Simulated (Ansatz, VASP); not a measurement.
# Sn: VASP beside Ansatz

Contents of INCAR:

```
SYSTEM = Sn
PREC     = Accurate       ! precision mode
ENCUT    = 520            ! plane-wave cutoff, eV
EDIFF    = 1E-6           ! SCF threshold, eV
ISMEAR   = -1             ! smearing method
SIGMA    = 0.1            ! smearing width, eV
LREAL    = .FALSE.        ! projectors in reciprocal space
LASPH    = .TRUE.         ! aspherical terms in the spheres
NELM     = 60             ! most SCF steps
ALGO     = Normal         ! electronic algorithm
ISIF     = 2              ! what is computed and relaxed
LWAVE    = .FALSE.        ! write WAVECAR
LCHARG   = .TRUE.         ! write CHGCAR
GGA      = PE             ! functional
LELF     = .TRUE.         ! ELF
LVHAR    = .TRUE.       
NBANDS   = 13             ! bands
```

KPOINTS

```
Automatic mesh
0
G
  19 19 19
  0 0 0
```

The input POSCAR:

```
Sn
1.0
   -1.8513948492      1.8513948492      1.8513948492
    1.8513948492     -1.8513948492      1.8513948492
    1.8513948492      1.8513948492     -1.8513948492
Sn
1
Direct
    0.0000000000      0.0000000000      0.0000000000
```

Input for Ansatz:

```yaml
crystal:
  lattice:
    - [-1.8513948492, 1.8513948492, 1.8513948492]
    - [1.8513948492, -1.8513948492, 1.8513948492]
    - [1.8513948492, 1.8513948492, -1.8513948492]
  atoms:
    - { symbol: Sn, position: [0.0, 0.0, 0.0] }
hamiltonian:
  xc: pbe
  pseudopotentials:
    kind: paw
    azcp:
      Sn: "pseudopotentials/Sn.paw.azcp"
basis:
  ecutwfc: 420
  fft_grid_basis: typed
kpoints:
  mp_grid: { grid: [19, 19, 19], shift: [0, 0, 0] }
magnetization:
  spin_polarized: false
scf:
  occupations: { method: fermi_dirac, width: 0.1 }
output:
  stress: true
```

Alike in both runs: task single point; functional PBE; k mesh 19 × 19 × 19; occupations fermi-dirac, width 0.1 eV; no spin polarisation.

|  | VASP | Ansatz |
| --- | --- | --- |
| version | VASP 6.6.1 | Ansatz 0.2.0 |
| potentials or method | VASP PAW PBE potentials, release 64 (Sn_d), cutoff 520 eV | plane waves (420 eV) with PAW, scalar-relativistic |
| valence electrons in the cell | 14 | 14 |

|  | VASP | Ansatz | Ansatz less VASP |
| --- | --- | --- | --- |
| pressure (GPa) | 4.9 | 5.0 | +0.04 |

The functional is the same, so the differences come from potentials, cutoffs and numerics.
